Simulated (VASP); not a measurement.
Wanted: the native input for a VASP 6.6.1 run.

| Quantity | Value |
| --- | --- |
| Task | relaxation of volume and atoms at fixed shape |
| Functional | LDA |
| Potentials or basis | VASP PAW LDA potentials, release 64 (In_d, Sb) |
| Cutoff | 600 eV |
| k mesh | 9 × 9 × 9 |
| Occupations | methfessel-paxton, width 0.05 eV |
| Spin | no spin polarisation |
| Dipole correction | no |
| Further INCAR settings | ALGO = Normal; EDIFF = 1e-07; IBRION = 2; EDIFFG = -0.03; NSW = 80; ISIF = 8 |

The structure of In3Sb lies in POSCAR:

```
In3Sb
1.0
    4.8369620000      0.0000000000      0.0000000000
    0.0000000000      4.8369620000      0.0000000000
    0.0000000000      0.0000000000      4.8369620000
In Sb
3 1
Direct
    0.5000000000      0.5000000000      0.0000000000
    0.5000000000      0.0000000000      0.5000000000
    0.0000000000      0.5000000000      0.5000000000
    0.0000000000      0.0000000000      0.0000000000
```

The input as run:

INCAR

```
SYSTEM = In3Sb
PREC = Accurate ; ENCUT = 600
EDIFF = 1E-7 ; ISMEAR = 1
SIGMA = 0.05 ; LREAL = .False.
LASPH = .True. ; NELM = 60
ALGO = Normal ; ISIF = 8
LWAVE = .False. ; LCHARG = .False.
GGA = CA ; IBRION = 2
NSW = 80 ; EDIFFG = -0.03
```

KPOINTS

```
Automatic mesh
0
Gamma
  9 9 9
  0 0 0
```

Potentials or basis: VASP PAW LDA potentials, release 64 (In_d, Sb).

Command:

```bash
$ cat potpaw_LDA.64/In_d/POTCAR potpaw_LDA.64/Sb/POTCAR > POTCAR
$ mpirun -np 1 vasp_std > vasp.out
```

Results of the run:

- Relaxed volume: 25.52 Å³/atom
- Relaxed cell: a = 4.674 Å, b = 4.674 Å, c = 4.674 Å, α = 90.00°, β = 90.00°, γ = 90.00°
- Space group after relaxing (to 0.1 Å): Pm-3m (No. 221)
- Energy gained by relaxing: 39.8 meV/atom
- Ionic steps: 2
- Pressure after relaxing: -0.1 GPa
- Band gap on the k mesh: zero (bands 22 and 23 overlap by 3.44 eV)

Caveat: spin-orbit coupling is left out, which moves the levels of the heavy elements.

Wall time 94 s on 1 thread of Intel(R) Xeon(R) 6975P-C (Granite Rapids) (shared host), peak memory 0.27 GiB.
